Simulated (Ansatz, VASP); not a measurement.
## Two plane-wave programs on CaB2H2

```xyz
5
Lattice="3.4767 0.0000 0.0000 -1.7384 3.0109 0.0000 0.0000 0.0000 3.9793" Properties=species:S:1:pos:R:3 pbc="T T T"
Ca    0.0000    0.0000    0.0000
B     0.0000    2.0073    1.8418
B     1.7384    1.0036    2.1375
H     0.0000    2.0073    0.6015
H     1.7384    1.0036    3.3777
```

Alike in both runs: task single point; functional PBE; dispersion D4; k mesh 9 × 9 × 7; occupations gaussian, width 0.1 eV; no spin polarisation.

|  | VASP | Ansatz |
| --- | --- | --- |
| version | VASP 6.6.1 | Ansatz 0.2.0 |
| potentials or method | VASP PAW PBE potentials, release 64 (Ca_sv, B, H) | Ansatz PAW |
| plane-wave cutoff (eV) | 520 | 420 |
| valence electrons in the cell | 18 | 18 |

Ansatz gave:

```
gap on the k mesh at the Fermi level (eV)                     : 0.19
least direct gap on the mesh (eV)                             : 1.89
pressure (GPa)                                                : -3.8
traceless stress, the component that is largest in VASP (GPa) : -0.14
rms of the force components (eV/Å)                            : 0.018
```

Q: Estimate VASP's values.

A: gap on the k mesh at the Fermi level (eV): 0.18; least direct gap on the mesh (eV): 1.89; pressure (GPa): -3.5; traceless stress, the component that is largest in VASP (GPa): -0.13; rms of the force components (eV/Å): 0.014.

Atom by atom the forces differ by 0.005 eV/Å (rms over components).

Noted on Ansatz's run: odd divisions of the mesh miss points on the zone boundary, where band edges often lie, so the gap on the mesh can be too wide.
